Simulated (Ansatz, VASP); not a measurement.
Two plane-wave programs on SnTe

The input INCAR:

```
PREC     = Accurate       # precision mode
ENCUT    = 500            # plane-wave cutoff, eV
EDIFF    = 1E-6           # SCF threshold, eV
ISMEAR   = 0              # smearing method
SIGMA    = 0.1            # smearing width, eV
LREAL    = False          # projectors in reciprocal space
LASPH    = True           # aspherical terms in the spheres
NELM     = 120            # most SCF steps
ALGO     = Normal         # electronic algorithm
ISIF     = 2              # what is computed and relaxed
LWAVE    = False          # write WAVECAR
LCHARG   = False          # write CHGCAR
GGA      = PE             # functional
NBANDS   = 17             # bands
GGA_COMPAT= False
```

KPOINTS

```
regular mesh
0
Gamma
  6 6 6
```

File POSCAR:

```
SnTe
1.0
    0.0000000000      3.1858129500      3.1858129500
    3.1858129500      0.0000000000      3.1858129500
    3.1858129500      3.1858129500      0.0000000000
Sn Te
1 1
Direct
    0.0000000000      0.0000000000      0.0000000000
    0.5000000000      0.5000000000      0.5000000000
```

Input for Ansatz:

```yaml
crystal:
  lattice:
    - [0.0, 3.18581295, 3.18581295]
    - [3.18581295, 0.0, 3.18581295]
    - [3.18581295, 3.18581295, 0.0]
  atoms:
    - { symbol: Sn, position: [0.0, 0.0, 0.0] }
    - { symbol: Te, position: [0.5, 0.5, 0.5] }
basis:
  ecutwfc: 420
kpoints:
  mp_grid: { grid: [6, 6, 6] }
hamiltonian:
  xc: pbe
scf:
  occupations: { method: gaussian, width: 0.1 }
  lower_state_search: "off"
output:
  forces: true
  stress: true
  eigenvalues: true
```

Alike in both runs: task single point; functional PBE; k mesh 6 × 6 × 6; occupations gaussian, width 0.1 eV; no spin polarisation.

|  | VASP | Ansatz |
| --- | --- | --- |
| version | VASP 6.6.1 | Ansatz 0.2.0 |
| potentials or method | VASP PAW PBE potentials, release 64 (Sn_d, Te), cutoff 500 eV | scalar-relativistic, plane waves, PAW |
| valence electrons in the cell | 20 | 30 |

```csv
,VASP,Ansatz,Ansatz less VASP
gap on the k mesh at the Fermi level (eV),none,none,-
pressure (GPa),0.7,0.8,+0.07
```

A gap of «none» marks a metal or a gap that the smearing closes. VASP's potentials hold 20 valence electrons a cell and Ansatz's 30, so a difference there can come from the potentials and not from the codes.

Neither program's run includes spin-orbit coupling.
